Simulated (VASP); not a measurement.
Input of a VASP 6.6.1 run:

Contents of INCAR:

```
PREC = Accurate
ENCUT = 520
EDIFF = 1E-7
ISMEAR = 0
SIGMA = 0.1
LREAL = Auto
LASPH = T
NELM = 80
ALGO = Normal
ISIF = 2
LWAVE = F
LCHARG = T
GGA = PE
LELF = T
LVHAR = T
NBANDS = 120
LUSENCCL = F
```

The input KPOINTS:

```
regular mesh
0
Gamma
  6 6 2
```

The input POSCAR:

```
Mg16Zn9S9
1.0
    6.6654395561      0.0000000000      0.0000000000
   -3.3327197780      5.7724399830      0.0000000000
    0.0000000000      0.0000000000     19.4292785887
S Zn Mg
9 9 16
Direct
    0.3333333333      0.6666666667      0.0226646031
    0.0000000000      1.0000000000      0.0119296448
    0.6666666667      0.3333333333      0.0114652146
    0.3343358809      1.0032132044      0.1823155347
   -0.0032132044      1.3311226765      0.1823155347
    0.6688773235      0.6656641191      0.1823155347
    0.3310341663      1.3340666810      0.3444743883
    0.0030325147      1.6689658337      0.3444743883
    0.6659333190      0.9969674853      0.3444743883
    0.3333035761      1.0012560554      0.0631024861
   -0.0012560554      0.3320475208      0.0631024861
    0.6679524792      0.6666964239      0.0631024861
    0.3316446077      1.3347452853      0.2245795994
    0.0031006776      0.6683553923      0.2245795994
    0.6652547147      0.9968993224      0.2245795994
    0.3333333333      1.6666666667      0.3944848196
    0.0000000000      1.0000000000      0.3938079514
    0.6666666667      1.3333333333      0.3874767350
    0.6666666667      1.3333333333      0.5260695473
    0.6714819532      1.8388179923      0.5087020046
    1.1673360391      1.3285180468      0.5087020046
    1.1611820077      1.8326639609      0.5087020046
    0.8366461492      1.6719661426      0.6448297167
    0.8353199935      1.1633538508      0.6448297167
    1.3333333333      1.6666666667      0.6435840781
    1.3280338574      1.1646800065      0.6448297167
    0.6666666667      1.3333333333      0.7701873674
    0.6693270093      1.8336304324      0.7725250263
    1.1643034230      1.3306729907      0.7725250263
    1.1663695676      1.8356965770      0.7725250263
    0.8365250192      1.6680316832      0.8987693368
    0.8315066640      1.1634749808      0.8987693368
    1.3333333333      1.6666666667      0.8942446591
    1.3319683168      1.1684933360      0.8987693368
```

Potentials or basis: VASP PAW PBE potentials, release 64 (S, Zn, Mg).

The run is started by

```sh
$ cat potpaw_PBE.64/S/POTCAR potpaw_PBE.64/Zn/POTCAR potpaw_PBE.64/Mg/POTCAR > POTCAR
$ mpirun -np 1 vasp_std > vasp.out
```

Question: What does it give for the largest force?

Answer: 0.026 eV/Å.

Question: Predict the pressure.

Answer: -1.1 GPa.

Question: Predict the band gap on the k mesh.

Answer: Zero (bands 97 and 98 overlap by 1.10 eV).

Stress tensor (GPa, compression positive):
```
-1.60  0.00  0.00
 0.00 -1.60  0.00
 0.00  0.00 -0.01
```
